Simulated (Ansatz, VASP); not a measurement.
**Ti3Al5: VASP beside Ansatz**

The input POSCAR:

```
Ti3Al5
1.0
    4.0932012001      0.0000000000      0.0000000000
    0.0000000000      4.0932012001      0.0000000000
    0.0000000000      0.0000000000      8.3249319435
Ti Al
3 5
Direct
    0.0000000000      0.0000000000      0.5000000000
    0.5000000000      0.5000000000      0.0000000000
    0.5000000000      0.5000000000      0.5000000000
    0.0000000000      0.5000000000      0.2513308222
    0.0000000000      0.5000000000      0.7486691778
    0.5000000000      0.0000000000      0.2513308222
    0.5000000000      0.0000000000      0.7486691778
    0.0000000000      0.0000000000      0.0000000000
```

The input INCAR.step1:

```
PREC = Accurate
ENCUT = 520
ISMEAR = 0
SIGMA = 0.15
LREAL = F
LASPH = T
NELM = 80
NBANDS = 36
GGA = PE
ALGO = Normal
EDIFF = 1E-4
LWAVE = T
LCHARG = F
```

File INCAR.step2:

```
PREC = Accurate
ENCUT = 520
EDIFF = 1E-6
ISMEAR = 0
SIGMA = 0.15
LREAL = F
LASPH = T
NELM = 80
ALGO = Normal
ISIF = 2
LWAVE = F
LCHARG = F
METAGGA = R2SCAN
LMIXTAU = T
NBANDS = 36
ISTART = 1
```

Contents of KPOINTS:

```
regular mesh
0
Gamma
  10 10 6
```

Input for Ansatz:

```yaml
crystal:
  lattice:
    - [4.0932012001, 0.0, 0.0]
    - [0.0, 4.0932012001, 0.0]
    - [0.0, 0.0, 8.3249319435]
  atoms:
    - { symbol: Ti, position: [0.0, 0.0, 0.5] }
    - { symbol: Ti, position: [0.5, 0.5, 0.0] }
    - { symbol: Ti, position: [0.5, 0.5, 0.5] }
    - { symbol: Al, position: [0.0, 0.5, 0.2513308222] }
    - { symbol: Al, position: [0.0, 0.5, 0.7486691778] }
    - { symbol: Al, position: [0.5, 0.0, 0.2513308222] }
    - { symbol: Al, position: [0.5, 0.0, 0.7486691778] }
    - { symbol: Al, position: [0.0, 0.0, 0.0] }
basis:
  ecutwfc: 500
kpoints:
  mp_grid: { grid: [10, 10, 6] }
hamiltonian:
  xc: r2scan
scf:
  occupations: { method: gaussian, width: 0.15 }
output:
  forces: true
  stress: true
  eigenvalues: true
```

Change from the starting cell: strain +0.050 along x and y, +0.000 along z, atoms carried along.

Alike in both runs: task single point; functional r2SCAN; k mesh 10 × 10 × 6; occupations gaussian, width 0.15 eV; no spin polarisation.

|  | VASP | Ansatz |
| --- | --- | --- |
| version | VASP 6.6.1 | Ansatz 0.2.0 |
| potentials or method | VASP PAW PBE potentials, release 64 (Ti_sv, Al), cutoff 520 eV | scalar-relativistic, plane waves, PAW |
| valence electrons in the cell | 51 | 51 |

|  | VASP | Ansatz | Ansatz less VASP |
| --- | --- | --- | --- |
| gap on the k mesh at the Fermi level (eV) | none | none | - |
| pressure (GPa) | -9.4 | -9.4 | +0.01 |
| traceless stress, the component that is largest in VASP (GPa) | 3.29 | 3.30 | +0.004 |
| rms of the force components (eV/Å) | 0.050 | 0.054 | +0.0041 |

VASP's potentials were made for PBE, not for r2SCAN. Atom by atom the forces differ by 0.004 eV/Å (rms over components). A gap of «none» marks a metal or a gap that the smearing closes. The functional is the same, so the differences come from potentials, cutoffs and numerics.
